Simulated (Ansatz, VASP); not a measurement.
# CdSe: VASP beside Ansatz

```
Cd Se
1.0
     4.30214    0.00000    0.00000
    -2.15107    3.72576    0.00000
     0.00000    0.00000    7.02146
Cd Se
2 2
Direct
  0.33333 0.66667 0.98149
  0.66667 0.33333 0.48149
  0.33333 0.66667 0.39451
  0.66667 0.33333 0.89451
```

Change from the starting cell: polar distortion scaled by 0.70.

Alike in both runs: task single point; functional PBEsol; k mesh 9 × 9 × 6; no spin polarisation.

|  | VASP | Ansatz |
| --- | --- | --- |
| version | VASP 6.6.1 | Ansatz 0.2.0 |
| potentials or method | VASP PAW PBE potentials, release 64 (Cd, Se), cutoff 520 eV | scalar-relativistic, plane waves, PAW |
| occupations | gaussian, width 0.01 eV | fixed |
| valence electrons in the cell | 36 | 72 |

```csv
,VASP,Ansatz,Ansatz less VASP
gap on the k mesh at the Fermi level (eV),0.69,0.70,+0.001
least direct gap on the mesh (eV),0.69,0.70,+0.001
pressure (GPa),1.4,1.0,-0.36
"traceless stress, the component that is largest in VASP (GPa)",-3.78,-3.60,+0.179
rms of the force components (eV/Å),0.404,0.391,-0.0127
```

VASP's potentials were made for PBE, not for PBEsol, and Ansatz warns of the same on its side. Atom by atom the forces differ by 0.013 eV/Å (rms over components). VASP's potentials hold 36 valence electrons a cell and Ansatz's 72, so a difference there can come from the potentials and not from the codes.
